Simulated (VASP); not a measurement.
**Au: relaxation of cell and atoms with PBEsol**

The system is Au.

```
Au
1.0
     0.00000    2.03500    2.03500
     2.03500    0.00000    2.03500
     2.03500    2.03500    0.00000
Au
1
Direct
  0.00000 0.00000 0.00000
```

```json
{
 "Program": "VASP 6.6.1",
 "Task": "relaxation of cell and atoms",
 "Functional": "PBEsol",
 "Potentials or basis": "VASP PAW PBE potentials, release 64 (Au)",
 "Cutoff": "500 eV",
 "k mesh": "9 × 9 × 9",
 "Occupations": "methfessel-paxton, width 0.05 eV",
 "Spin": "no spin polarisation",
 "Dipole correction": "no",
 "Further INCAR settings": "ALGO = Normal; EDIFF = 1e-07; IBRION = 2; EDIFFG = -0.03; NSW = 60; ISIF = 3"
}
```

The relaxed volume is 16.98 Å³/atom, the relaxed cell is a = 2.885 Å, b = 2.885 Å, c = 2.885 Å, α = 60.00°, β = 60.00°, γ = 60.00° and the space group after relaxing (to 0.1 Å) is Fm-3m (No. 225). The energy gained by relaxing is 0.5 meV/atom and the ionic steps are 3. The pressure after relaxing is 0.0 GPa. The band gap on the k mesh is zero (an odd number of electrons rules out a gap without spin polarisation).

Step by step:
```tsv
step	energy change (eV)	largest force (eV/Å)	pressure (GPa)	volume (Å³)
1	0.0000	0.0000	1.36	16.85
2	0.0010	0.0000	-2.23	17.21
3	-0.0005	0.0000	0.00	16.98
```

Final structure:
```
Au
1.0
     0.00000    2.04011    2.04011
     2.04011    0.00000    2.04011
     2.04011    2.04011    0.00000
Au
1
Direct
  0.00000 0.00000 0.00000
```

Levels at points of the mesh, in eV from the Fermi level:
```
           k point  band 2  band 3  band 4  band 5  band 6  band 7  band 8  band 9
(0.00, 0.00, 0.00)   -4.70   -4.70   -4.70   -3.16   -3.16   14.49   18.50   18.50
```

It took 8.1 s on 1 thread of AMD EPYC 9R45 96-Core Processor (Zen 5), with other jobs on the host, peak memory 0.11 GiB.

Caveat: the PAW data sets were made with another functional, which shifts forces and pressure a little; spin-orbit coupling is left out, which moves the levels of the heavy elements. Zero-point motion and thermal expansion aren't in these numbers.
